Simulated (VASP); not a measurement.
Set up this calculation in VASP 6.6.1, as the native input.

```
Task                   : relaxation of volume and atoms at fixed shape
Functional             : LDA
Potentials or basis    : VASP PAW LDA potentials, release 64 (Sc_sv)
Cutoff                 : 600 eV
k mesh                 : 14 × 14 × 8
Occupations            : fermi-dirac, width 0.05 eV
Spin                   : no spin polarisation
Dipole correction      : no
Further INCAR settings : ALGO = Normal; EDIFF = 1e-06; IBRION = 2; EDIFFG = -0.02; NSW = 80; ISIF = 8
```

The structure of Sc lies in POSCAR:

```
Sc
1.0
    3.3090000000      0.0000000000      0.0000000000
   -1.6545000000      2.8656780000      0.0000000000
    0.0000000000      0.0000000000      5.2733000000
Sc
2
Direct
    0.3333333333      0.6666666667      0.2500000000
    0.6666666667      0.3333333333      0.7500000000
```

The input as run:

INCAR

```
PREC = Accurate
ENCUT = 600
EDIFF = 1E-6
ISMEAR = -1
SIGMA = 0.05
LREAL = F
LASPH = T
NELM = 100
ALGO = Normal
ISIF = 8
LWAVE = F
LCHARG = F
IBRION = 2
NSW = 80
EDIFFG = -0.02
```

KPOINTS

```
regular mesh
0
Gamma
  14 14 8
```

Potentials or basis: VASP PAW LDA potentials, release 64 (Sc_sv).

The run is started by

```sh
$ cat potpaw_LDA.64/Sc_sv/POTCAR > POTCAR
$ mpirun -np 1 vasp_std > vasp.out
```

It gave:

| Property | Result |
| --- | --- |
| Relaxed volume | 22.60 Å³/atom |
| Relaxed cell | a = 3.199 Å, b = 3.199 Å, c = 5.098 Å, α = 90.00°, β = 90.00°, γ = 120.00° |
| Space group after relaxing (to 0.1 Å) | P6_3/mmc (No. 194) |
| Energy gained by relaxing | 42.1 meV/atom |
| Ionic steps | 3 |
| Pressure after relaxing | 0.1 GPa |
| Band gap on the k mesh | zero (bands 11 and 12 overlap by 1.44 eV) |

Wall time 79 s on 1 thread of Intel(R) Xeon(R) 6975P-C (Granite Rapids), with other jobs on the host, peak memory 0.22 GiB.
